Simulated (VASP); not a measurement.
Wanted: the native input for a VASP 6.6.1 run.

```yaml
Task: single point
Functional: PBE
Dispersion: D3(BJ)
Potentials_or_basis: VASP PAW PBE potentials, release 64 (Rh_pv, H)
Cutoff: 520 eV
k_mesh: 5 × 7 × 1
Occupations: gaussian, width 0.1 eV
Spin: no spin polarisation
Dipole_correction: yes
Further_INCAR_settings: ALGO = Normal; EDIFF = 1e-06; NBANDS = 70
```

The structure of HRh8 lies in POSCAR:

```
HRh8
1.0
    5.3650160441      0.0000000000      0.0000000000
    0.0000000000      3.7936392259      0.0000000000
    0.0000000000      0.0000000000     21.2400770646
Rh H
8 1
Direct
    0.2500000000      0.5000000000      0.1883232338
    0.7500000000      0.5000000000      0.1883232338
    0.0000000000      0.0000000000      0.2514705570
    0.5000000000      0.0000000000      0.2514705570
    0.2500000000      0.5000000000      0.3153506346
    0.7500000000      0.5000000000      0.3153506346
    0.0000000000      0.0000000000      0.3738252475
    0.5000000000      0.0000000000      0.3738252475
    0.0000000000      0.3750000000      0.4915272686
```

The input as run:

INCAR

```
  PREC = Accurate
  ENCUT = 520
  EDIFF = 1E-6
  ISMEAR = 0
  SIGMA = 0.1
  LREAL = False
  LASPH = True
  NELM = 100
  ALGO = Normal
  ISIF = 2
  LWAVE = False
  LCHARG = False
  LDIPOL = True
  IDIPOL = 3
  DIPOL = 0.5 0.5 0.305
  GGA = PE
  IVDW = 12
  NBANDS = 70
```

KPOINTS

```
regular mesh
0
Gamma
  5 7 1
```

Potentials or basis: VASP PAW PBE potentials, release 64 (Rh_pv, H).

The run is started by

```console
$ cat potpaw_PBE.64/Rh_pv/POTCAR potpaw_PBE.64/H/POTCAR > POTCAR
$ mpirun -np 1 vasp_std > vasp.out
```

Results of the run:

```json
{"Largest force": "1.357 eV/Å", "Dispersion energy per atom": "-0.348 eV"}
```

Run time: 17 min on 1 thread of Oxide Virtual Turin-like Processor (shared host), peak memory 0.53 GiB.
